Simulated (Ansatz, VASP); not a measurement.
**One calculation of CdSe, two programs**

INCAR

```
PREC = Accurate ; ENCUT = 520
EDIFF = 1E-6 ; ISMEAR = -1
SIGMA = 0.03 ; LREAL = False
LASPH = True ; NELM = 60
ALGO = Normal ; ISIF = 2
LWAVE = False ; LCHARG = False
GGA = PE ; NBANDS = 16
```

KPOINTS

```
Automatic mesh
0
Gamma
  8 8 8
```

POSCAR

```
CdSe
1.0
    0.0000000000      3.0088657746      3.0702711986
    3.0088657746      0.0000000000      3.0702711986
    3.0088657746      3.0088657746      0.0000000000
Cd Se
1 1
Direct
    0.0000000000      0.0000000000      0.0000000000
    0.2500000000      0.2500000000      0.2500000000
```

Input for Ansatz:

```yaml
crystal:
  lattice:
    - [0.0, 3.0088657746, 3.0702711986]
    - [3.0088657746, 0.0, 3.0702711986]
    - [3.0088657746, 3.0088657746, 0.0]
  atoms:
    - { symbol: Cd, position: [0.0, 0.0, 0.0] }
    - { symbol: Se, position: [0.25, 0.25, 0.25] }
kpoints:
  mp_grid: { grid: [8, 8, 8] }
scf:
  occupations: { method: fermi_dirac, width: 0.03 }
hamiltonian:
  xc: pbe
  pseudopotentials: { kind: all_electron, lapw: { basis_error: 0.001 } }
output:
  forces: true
  stress: true
  eigenvalues: true
```

Change from the starting cell: x and y stretched by -2 %, z held.

Alike in both runs: task single point; functional PBE; k mesh 8 × 8 × 8; occupations fermi-dirac, width 0.03 eV; no spin polarisation.

|  | VASP | Ansatz |
| --- | --- | --- |
| version | VASP 6.6.1 | Ansatz 0.2.0 |
| potentials or method | VASP PAW PBE potentials, release 64 (Cd, Se), cutoff 520 eV | all-electron LAPW, scalar-relativistic |

Ansatz gave:

```
pressure (GPa)                                                : 3.5
traceless stress, the component that is largest in VASP (GPa) : -0.20
```

Question: Which values does VASP return?

Answer: Pressure (GPa): 3.9; traceless stress, the component that is largest in VASP (GPa): -0.19.

Ansatz ran all-electron here, and VASP with PAW potentials.
